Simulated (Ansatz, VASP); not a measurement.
Two plane-wave programs on MgS

INCAR

```
PREC = Accurate
ENCUT = 520
EDIFF = 1E-6
ISMEAR = 0
SIGMA = 0.05
LREAL = False
LASPH = True
NELM = 80
ALGO = Normal
ISIF = 2
LWAVE = False
LCHARG = False
GGA = PE
NBANDS = 11
```

The input KPOINTS:

```
Automatic mesh
0
Gamma
  8 8 8
```

Contents of POSCAR:

```
MgS
1.0
    0.0000000000      2.6016500000      2.6016500000
    2.6016500000      0.0000000000      2.6016500000
    2.6016500000      2.6016500000      0.0000000000
Mg S
1 1
Direct
    0.0000000000      0.0000000000      0.0067947916
    0.5000000000      0.5000000000      0.5000000000
```

Input for Ansatz:

```yaml
crystal:
  lattice:
    - [0.0, 2.60165, 2.60165]
    - [2.60165, 0.0, 2.60165]
    - [2.60165, 2.60165, 0.0]
  atoms:
    - { symbol: Mg, position: [0.0, 0.0, 0.0067947916] }
    - { symbol: S, position: [0.5, 0.5, 0.5] }
basis:
  ecutwfc: 420
kpoints:
  mp_grid: { grid: [8, 8, 8] }
hamiltonian:
  xc: pbe
scf:
  occupations: { method: gaussian, width: 0.05 }
output:
  forces: true
  stress: true
  eigenvalues: true
  write_density: true
  write_potential: true
  elf: true
  volumetric_format: npy
```

Change from the starting cell: all Mg atoms moved +0.025 Å, as atom 1 along Cartesian [1 1 0].

Alike in both runs: task single point; functional PBE; k mesh 8 × 8 × 8; occupations gaussian, width 0.05 eV; no spin polarisation.

|  | VASP | Ansatz |
| --- | --- | --- |
| version | VASP 6.6.1 | Ansatz 0.2.0 |
| potentials or method | VASP PAW PBE potentials, release 64 (Mg, S), cutoff 520 eV | scalar-relativistic, plane waves, PAW |
| valence electrons in the cell | 8 | 16 |

|  | VASP | Ansatz | Ansatz less VASP |
| --- | --- | --- | --- |
| gap on the k mesh at the Fermi level (eV) | 2.78 | 2.79 | +0.015 |
| least direct gap on the mesh (eV) | 3.71 | 3.72 | +0.012 |
| pressure (GPa) | 0.9 | 1.2 | +0.30 |
| rms of the force components (eV/Å) | 0.040 | 0.040 | 0.0000 |

Atom by atom the forces differ by 0.000 eV/Å (rms over components). VASP's potentials hold 8 valence electrons a cell and Ansatz's 16, so a difference there can come from the potentials and not from the codes.
